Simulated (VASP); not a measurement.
Input of a VASP 6.6.1 run:

Contents of INCAR:

```
SYSTEM = TiPt3
PREC = Accurate ; ENCUT = 600
EDIFF = 1E-6 ; ISMEAR = 0
SIGMA = 0.1 ; LREAL = .False.
LASPH = .True. ; NELM = 80
ALGO = Fast ; ISIF = 3
LWAVE = .False. ; LCHARG = .False.
GGA = PE ; IVDW = 12
IBRION = 2 ; NSW = 70
EDIFFG = -0.005
```

The input KPOINTS:

```
Automatic mesh
0
Gamma
  10 10 10
  0 0 0
```

POSCAR

```
TiPt3
1.0
    3.9481842883      0.0000000000      0.0000000000
    0.0000000000      3.9481842883      0.0000000000
    0.0000000000      0.0000000000      3.9481842883
Ti Pt
1 3
Direct
    0.0000000000      0.0000000000      0.0000000000
    0.0000000000      0.5000000000      0.5000000000
    0.5000000000      0.0000000000      0.5000000000
    0.5000000000      0.5000000000      0.0000000000
```

Potentials or basis: VASP PAW PBE potentials, release 64 (Ti_sv, Pt).

The run is started by

```bash
$ cat potpaw_PBE.64/Ti_sv/POTCAR potpaw_PBE.64/Pt/POTCAR > POTCAR
$ mpirun -np 1 vasp_std > vasp.out
```

Problem. What does it give for the relaxed cell?

Solution. a = 3.903 Å, b = 3.903 Å, c = 3.903 Å, α = 90.00°, β = 90.00°, γ = 90.00°.

Problem. What does it give for the band gap on the k mesh?

Solution. Zero (band 21 reaches 13.18 eV, above the bottom of band 22 at 11.34 eV).

Problem. Predict the relaxed volume.

Solution. 14.86 Å³/atom.

Problem. What does it give for the dispersion energy per atom?

Solution. -0.766 eV.

Final structure:
```
CELL_PARAMETERS angstrom
3.90251 0.00000 0.00000
0.00000 3.90251 0.00000
0.00000 0.00000 3.90251
ATOMIC_POSITIONS crystal
Ti 0.00000 0.00000 0.00000
Pt 0.00000 0.50000 0.50000
Pt 0.50000 0.00000 0.50000
Pt 0.50000 0.50000 0.00000
```

Caveat: spin-orbit coupling is left out, which moves the levels of the heavy elements; pairwise dispersion overbinds metals, which lowers pressure and volume.
